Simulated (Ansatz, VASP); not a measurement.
## Two plane-wave programs on AlN

```
Al N
1.0
     0.00000    2.20126    2.20126
     2.20126    0.00000    2.20126
     2.20126    2.20126    0.00000
Al N
1 1
Cartesian
  0.0000 0.0000 0.0000
  1.1006 1.1006 1.1006
```

Alike in both runs: task single point; functional PBE; k mesh 10 × 10 × 10; occupations gaussian, width 0.02 eV; no spin polarisation.

```csv
,VASP,Ansatz
version,VASP 6.6.1,Ansatz 0.2.0
potentials or method,"VASP PAW PBE potentials, release 64 (Al, N), cutoff 600 eV","scalar-relativistic, plane waves, PAW"
valence electrons in the cell,8,8
```

Ansatz gave:

```
gap on the k mesh at the Fermi level (eV) : 3.31
least direct gap on the mesh (eV)         : 3.98
pressure (GPa)                            : 0.0
```

Estimate VASP's values.

gap on the k mesh at the Fermi level (eV): 3.31; least direct gap on the mesh (eV): 3.99; pressure (GPa): -0.3.
